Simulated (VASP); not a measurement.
Wanted: the native input for a VASP 6.6.1 run.

| Quantity | Value |
| --- | --- |
| Task | single point |
| Functional | PBEsol |
| Potentials or basis | VASP PAW PBE potentials, release 64 (Si, Ni) |
| Cutoff | 520 eV |
| k mesh | 14 × 14 × 14 |
| Occupations | gaussian, width 0.15 eV |
| Spin | no spin polarisation |
| Dipole correction | no |
| Further INCAR settings | ALGO = Fast; EDIFF = 1e-06; NBANDS = 25 |

The structure of SiNi3 lies in POSCAR:

```
SiNi3
1.0
    3.4612457436      0.0000000000      0.0000000000
    0.0000000000      3.1151211692      0.0000000000
    0.0000000000      0.0000000000      3.4612457436
Si Ni
1 3
Direct
    0.0000000000      0.0000000000      0.0000000000
    0.0000000000      0.5000000000      0.5000000000
    0.5000000000      0.0000000000      0.5000000000
    0.5000000000      0.5000000000      0.0000000000
```

This cell differs from its parent crystal: strain -0.1000 x Voigt [0, 1, 0, 0, 0, 0].

One way to write it, as run:

INCAR

```
SYSTEM = SiNi3
  ALGO = Fast
  EDIFF = 1E-6
  ENCUT = 520
  GGA = PS
  ISIF = 2
  ISMEAR = 0
  LASPH = .True.
  LCHARG = .False.
  LREAL = .False.
  LWAVE = .False.
  NBANDS = 25
  NELM = 80
  PREC = Accurate
  SIGMA = 0.15
```

KPOINTS

```
k-points
0
Gamma
  14 14 14
  0 0 0
```

Potentials or basis: VASP PAW PBE potentials, release 64 (Si, Ni).

Launch:

```sh
$ cat potpaw_PBE.64/Si/POTCAR potpaw_PBE.64/Ni/POTCAR > POTCAR
$ mpirun -np 1 vasp_std > vasp.out
```

It gave:

- Pressure: 33.3 GPa
- Band gap on the k mesh: zero (band 17 reaches 13.11 eV, above the bottom of band 18 at 12.47 eV)

Caveat: the cell differs from its parent crystal (strain -0.1000 x Voigt [0, 1, 0, 0, 0, 0]); the PAW data sets were made with another functional, which shifts forces and pressure a little.

Run time: 3.4 min on 1 thread of Intel Xeon 6975P-C (shared host), peak memory 0.32 GiB.
